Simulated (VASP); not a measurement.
Wanted: the native input for a VASP 6.6.1 run.

- Task: single point
- Functional: PBE
- Dispersion: D3(BJ)
- Potentials or basis: VASP PAW PBE potentials, release 64 (C, O, H)
- Cutoff: 520 eV
- k mesh: 2 × 2 × 1
- Occupations: fermi-dirac, width 0.05 eV
- Spin: no spin polarisation
- Dipole correction: no
- Further INCAR settings: LREAL = Auto; ALGO = Normal; EDIFF = 1e-06; NBANDS = 56

The structure of H2C18O lies in POSCAR:

```
H2C18O
1.0
    7.3980000000      0.0000000000      0.0000000000
   -3.6990000000      6.4068560000      0.0000000000
    0.0000000000      0.0000000000     13.0000000000
C O H
18 1 2
Direct
    0.0028514746     -0.0057555531      0.0585908462
    0.2254203109      0.1056767937      0.0586707692
    0.0035836323      0.3274240907      0.0589217692
    0.2248003987      0.4380984995      0.0589796154
    0.0026167706      0.6600561960      0.0586237692
    0.2255909481      0.7715525368      0.0588306154
    0.3369816318     -0.0057769365      0.0587754615
    0.5582712090      0.1048695335      0.0589436923
    0.3361652012      0.3268145874      0.0589151538
    0.5590390055      0.4383451103      0.0589400769
    0.3363349766      0.6608921755      0.0590175385
    0.5589158021      0.7722976761      0.0589569231
    0.6695207192     -0.0065443956      0.0589381538
    0.8923474621      0.1049555351      0.0588457692
    0.6696304376      0.3276758522      0.0589294615
    0.8921702442      0.4389563305      0.0588547692
    0.6703186502      0.6607886926      0.0588351538
    0.8914342097      0.7714777732      0.0585566923
    0.1338126010      0.8544573188      0.3104873846
    0.2092112160      0.9961631727      0.3366234615
    0.2052487335      0.8601376401      0.2468399231
```

The input as run:

INCAR

```
SYSTEM = H2C18O
PREC = Accurate ; ENCUT = 520
EDIFF = 1E-6 ; ISMEAR = -1
SIGMA = 0.05 ; LREAL = Auto
LASPH = .TRUE. ; NELM = 60
ALGO = Normal ; ISIF = 2
LWAVE = .FALSE. ; LCHARG = .FALSE.
GGA = PE ; IVDW = 12
NBANDS = 56
```

KPOINTS

```
Automatic mesh
0
G
  2 2 1
  0 0 0
```

Potentials or basis: VASP PAW PBE potentials, release 64 (C, O, H).

Command:

```bash
$ cat potpaw_PBE.64/C/POTCAR potpaw_PBE.64/O/POTCAR potpaw_PBE.64/H/POTCAR > POTCAR
$ mpirun -np 1 vasp_std > vasp.out
```

It gave:

- Largest force: 0.107 eV/Å
- Band gap on the k mesh: 0.07 eV
- Dispersion energy per atom: -0.082 eV

Caveat: the k points lie up to 0.49 Å⁻¹ apart; there is no dipole correction, which matters where the two faces differ.

Wall time 10 min on 1 thread of Oxide Virtual Turin-like Processor, on a shared host, peak memory 0.6 GiB.
